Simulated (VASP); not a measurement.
Set up this calculation in VASP 6.6.1, as the native input.

- Task: relaxation of cell and atoms
- Functional: PBE
- Potentials or basis: VASP PAW PBE potentials, release 64 (Na_sv, Li_sv, Al, Cl)
- Cutoff: 970 eV
- k mesh: 4 × 4 × 4
- Occupations: gaussian, width 0.1 eV
- Spin: no spin polarisation
- Dipole correction: no
- Mended: yes
- Further INCAR settings: ALGO = Normal; EDIFF = 1e-07; IBRION = 2; EDIFFG = -0.04; NSW = 90; ISIF = 3

The structure of NaLiAlCl4 lies in POSCAR:

```
NaLiAlCl4
1.0
    0.0000000000      4.3723435000      4.3723435000
    4.3723435000      0.0000000000      4.3723435000
    4.3723435000      4.3723435000      0.0000000000
Na Li Al Cl
1 1 1 4
Direct
    0.0000000000      0.0000000000      0.0000000000
    0.2500000000      0.2500000000      0.2500000000
    0.5000000000      0.5000000000      0.5000000000
    0.3757583900      0.8727248200      0.3757583900
    0.3757583900      0.3757583900      0.3757583900
    0.8727248200      0.3757583900      0.3757583900
    0.3757583900      0.3757583900      0.8727248200
```

The cell was built from a structure type or drawn by symmetry, and may not be a known phase.

One way to write it, as run:

INCAR

```
ALGO     = Normal         # electronic algorithm
EDIFF    = 1E-7           # SCF threshold, eV
EDIFFG   = -0.04          # ionic threshold
ENCUT    = 970            # plane-wave cutoff, eV
GGA      = PE             # functional
GGA_COMPAT= F            
IBRION   = 2              # ionic algorithm
ISIF     = 3              # what is computed and relaxed
ISMEAR   = 0              # smearing method
LASPH    = T              # aspherical terms in the spheres
LCHARG   = F              # write CHGCAR
LREAL    = F              # projectors in reciprocal space
LWAVE    = F              # write WAVECAR
NELM     = 120            # most SCF steps
NELMIN   = 4            
NSW      = 90             # ionic steps
PREC     = Accurate       # precision mode
SIGMA    = 0.1            # smearing width, eV
```

KPOINTS

```
k-points
0
Gamma
  4 4 4
```

Potentials or basis: VASP PAW PBE potentials, release 64 (Na_sv, Li_sv, Al, Cl).

The run is started by

```console
$ cat potpaw_PBE.64/Na_sv/POTCAR potpaw_PBE.64/Li_sv/POTCAR potpaw_PBE.64/Al/POTCAR potpaw_PBE.64/Cl/POTCAR > POTCAR
$ mpirun -np 1 vasp_std > vasp.out
```

It gave:

```json
{
  "Relaxed volume": "40.90 Å³/atom",
  "Relaxed cell": "a = 7.398 Å, b = 7.398 Å, c = 7.398 Å, α = 60.00°, β = 60.00°, γ = 60.00°",
  "Space group after relaxing (to 0.1 Å)": "F-43m (No. 216)",
  "Energy gained by relaxing": "832.6 meV/atom",
  "Ionic steps": "11",
  "Pressure after relaxing": "0.2 GPa",
  "Largest force after relaxing": "0.021 eV/Å",
  "Band gap on the k mesh": "zero (an odd number of electrons rules out a gap without spin polarisation)"
}
```

Caveat: the volume moved by over 15 % at a fixed basis, so the end points are rough; an odd number of electrons without spin polarisation forces a metal; a magnetic or distorted state may lie lower.

Run time: 24 min on 1 thread of Intel(R) Xeon(R) Platinum 8259CL CPU @ 2.50GHz (Skylake/Cascade Lake) (shared host), peak memory 0.68 GiB.
